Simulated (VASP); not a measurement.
Wanted: the native input for a VASP 6.6.1 run.

```yaml
Task: single point
Functional: PBEsol
Potentials_or_basis: VASP PAW PBE potentials, release 64 (Cd, F)
Cutoff: 520 eV
k_mesh: 9 × 9 × 9
Occupations: fermi-dirac, width 0.05 eV
Spin: no spin polarisation
Dipole_correction: no
Further_INCAR_settings: ALGO = Normal; EDIFF = 1e-06; NBANDS = 20
```

The structure of CdF2 lies in POSCAR:

```
CdF2
1.0
    0.0000000000      2.6390049769      2.6390049769
    2.6390049769      0.0000000000      2.6390049769
    2.6390049769      2.6390049769      0.0000000000
Cd F
1 2
Direct
    0.0000000000      0.0000000000      0.0000000000
    0.7500000000      0.7500000000      0.7500000000
    0.2500000000      0.2500000000      0.2500000000
```

This cell differs from its parent crystal: volume scaled by 0.94.

These files were run (other wordings do the same):

INCAR

```
  ALGO = Normal
  EDIFF = 1E-6
  ENCUT = 520
  GGA = PS
  ISIF = 2
  ISMEAR = -1
  LASPH = T
  LCHARG = F
  LREAL = F
  LWAVE = F
  NBANDS = 20
  NELM = 60
  PREC = Accurate
  SIGMA = 0.05
```

KPOINTS

```
k-points
0
Gamma
  9 9 9
```

Potentials or basis: VASP PAW PBE potentials, release 64 (Cd, F).

Launch:

```console
$ cat potpaw_PBE.64/Cd/POTCAR potpaw_PBE.64/F/POTCAR > POTCAR
$ mpirun -np 1 vasp_std > vasp.out
```

Results of the run:

* Pressure: 8.6 GPa
* Band gap on the k mesh: 3.14 eV, indirect (least direct gap 3.52 eV)

Caveat: the PAW data sets were made with another functional, which shifts forces and pressure a little.

Run time: 15 s on 1 thread of Intel(R) Xeon(R) Platinum 8375C CPU @ 2.90GHz (Ice Lake) (shared host), peak memory 0.17 GiB.
